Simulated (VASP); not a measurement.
Crystal: Ti.

```xyz
1
Lattice="0.0000 2.0300 2.0300 2.0300 0.0000 2.0300 2.0300 2.0300 0.0000" Properties=species:S:1:pos:R:3 pbc="T T T"
Ti    0.0000    0.0000    0.0000
```

| Quantity | Value |
| --- | --- |
| Program | VASP 6.6.1 |
| Task | relaxation of cell and atoms |
| Functional | RPBE |
| Potentials or basis | VASP PAW PBE potentials, release 64 (Ti_sv) |
| Cutoff | 600 eV |
| k mesh | 11 × 11 × 11 |
| Occupations | fermi-dirac, width 0.05 eV |
| Spin | no spin polarisation |

At the start: pressure 7.2 GPa; volume 16.73 Å³/atom.

Question: Where does the relaxation end?

Answer: Over 3 steps the energy falls by 24.2 meV/atom and the volume is 17.86 Å³/atom (+6.7 %); space group Fm-3m (No. 225, to 0.05 Å).

The path:
```
step  energy change (eV)  largest force (eV/Å)  pressure (GPa)  volume (Å³)
   1              0.0000                0.0000            7.23        16.73
   2             -0.0146                0.0000           -3.91        18.63
   3             -0.0242                0.0000           -0.05        17.86
```

Final structure:
```yaml
crystal:
  lattice:
    - [0.00000, 2.07466, 2.07466]
    - [2.07466, 0.00000, 2.07466]
    - [2.07466, 2.07466, 0.00000]
  atoms:
    - { symbol: Ti, position: [0.00000, 0.00000, 0.00000] }
```

Caveat: the PAW data sets were made with another functional, which shifts forces and pressure a little.
